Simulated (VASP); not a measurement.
Wanted: the native input for a VASP 6.6.1 run.

| Item | Value |
| --- | --- |
| Task | single point |
| Functional | PBE |
| Potentials or basis | VASP PAW PBE potentials, release 64 (Si, C) |
| Cutoff | 600 eV |
| k mesh | 2 × 2 × 2 |
| Occupations | gaussian, width 0.01 eV |
| Spin | no spin polarisation |
| Dipole correction | no |
| Further INCAR settings | ALGO = Normal; EDIFF = 1e-06; NBANDS = 11 |

The structure of SiC lies in POSCAR:

```
SiC
1.0
    0.0000000000      2.1449594900      2.1449594900
    2.1449594900      0.0000000000      2.1449594900
    2.1449594900      2.1449594900      0.0000000000
Si C
1 1
Direct
    0.0000000000      0.0000000000      0.0000000000
    0.2500000000      0.2500000000      0.2500000000
```

One way to write it, as run:

INCAR

```
SYSTEM = SiC
PREC = Accurate
ENCUT = 600
EDIFF = 1E-6
ISMEAR = 0
SIGMA = 0.01
LREAL = .FALSE.
LASPH = .TRUE.
NELM = 120
ALGO = Normal
ISIF = 2
LWAVE = .FALSE.
LCHARG = .FALSE.
GGA = PE
NBANDS = 11
GGA_COMPAT = .FALSE.
```

KPOINTS

```
Automatic mesh
0
G
  2 2 2
  0 0 0
```

Potentials or basis: VASP PAW PBE potentials, release 64 (Si, C).

Run with:

```console
$ cat potpaw_PBE.64/Si/POTCAR potpaw_PBE.64/C/POTCAR > POTCAR
$ mpirun -np 1 vasp_std > vasp.out
```

It gave:

| Quantity | Value |
| --- | --- |
| Pressure | 24.2 GPa |
| Band gap on the k mesh | 0.88 eV, indirect (least direct gap 4.33 eV) |

Caveat: the k points lie up to 1.27 Å⁻¹ apart.

Run time: 3.8 s on 1 thread of Intel Xeon 8259CL, on a shared host, peak memory 0.13 GiB.
